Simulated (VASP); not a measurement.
ZnS:

```xyz
2
Lattice="3.4080 0.0000 0.0000 0.0000 3.4080 0.0000 0.0000 0.0000 3.4080" Properties=species:S:1:pos:R:3 pbc="T T T"
Zn    1.7040    1.7040    1.7040
S     0.0000    0.0000    0.0000
```

The cell was built from a structure type or drawn by symmetry, and may not be a known phase.

* Program: VASP 6.6.1
* Task: relaxation of cell and atoms
* Functional: PBE
* Potentials or basis: VASP PAW PBE potentials, release 64 (Zn, S)
* Cutoff: 500 eV
* k mesh: 6 × 6 × 6
* Occupations: gaussian, width 0.1 eV
* Spin: no spin polarisation

At the start: pressure -9.5 GPa; volume 19.79 Å³/atom.

Task: Where does the relaxation end?

Result: Over 3 steps the energy falls by 123.6 meV/atom and the volume is 16.30 Å³/atom (-17.6 %); space group Pm-3m (No. 221, to 0.1 Å) before and after.

The path:
| step | energy change (eV) | largest force (eV/Å) | pressure (GPa) | volume (Å³) |
| --- | --- | --- | --- | --- |
| 1 | 0.0000 | 0.0000 | -9.50 | 39.58 |
| 2 | -0.2444 | 0.0000 | -1.45 | 33.23 |
| 3 | -0.2473 | 0.0000 | 0.00 | 32.60 |

Final structure:
```
Zn S
1.0
     3.19441    0.00000    0.00000
     0.00000    3.19441    0.00000
     0.00000    0.00000    3.19441
Zn S
1 1
Direct
  0.50000 0.50000 0.50000
  0.00000 0.00000 0.00000
```

Caveat: the volume moved by over 15 % at a fixed basis, so the end points are rough.
